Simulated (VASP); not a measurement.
NaI:

```
CELL_PARAMETERS angstrom
0.00000 3.54319 3.54319
3.63709 0.00000 3.54319
3.63709 3.54319 0.00000
ATOMIC_POSITIONS crystal
Na 0.00000 0.00000 0.00000
I 0.25000 0.25000 0.25000
```

This cell differs from its parent crystal: uniaxial x strain +2.6%.

Base run:

- Program: VASP 6.6.1
- Functional: r2SCAN
- Potentials or basis: VASP PAW PBE potentials, release 64 (Na_pv, I)
- Cutoff: 520 eV
- k mesh: 6 × 6 × 6
- Occupations: gaussian, width 0.01 eV
- Spin: no spin polarisation

Its results: band gap on the k mesh 4.37 eV, direct; pressure -0.3 GPa.

Question: The run is repeated on the same cell with these changes: functional from r2SCAN to PBE; occupations from gaussian, width 0.01 eV to fermi-dirac, width 0.02 eV. What comes out?

Answer: Band gap on the k mesh 3.77 eV, direct; pressure 0.1 GPa.

Caveats: spin-orbit coupling is left out, which moves the levels of the heavy elements; the PAW data sets were made with another functional, which shifts forces and pressure a little (some runs).

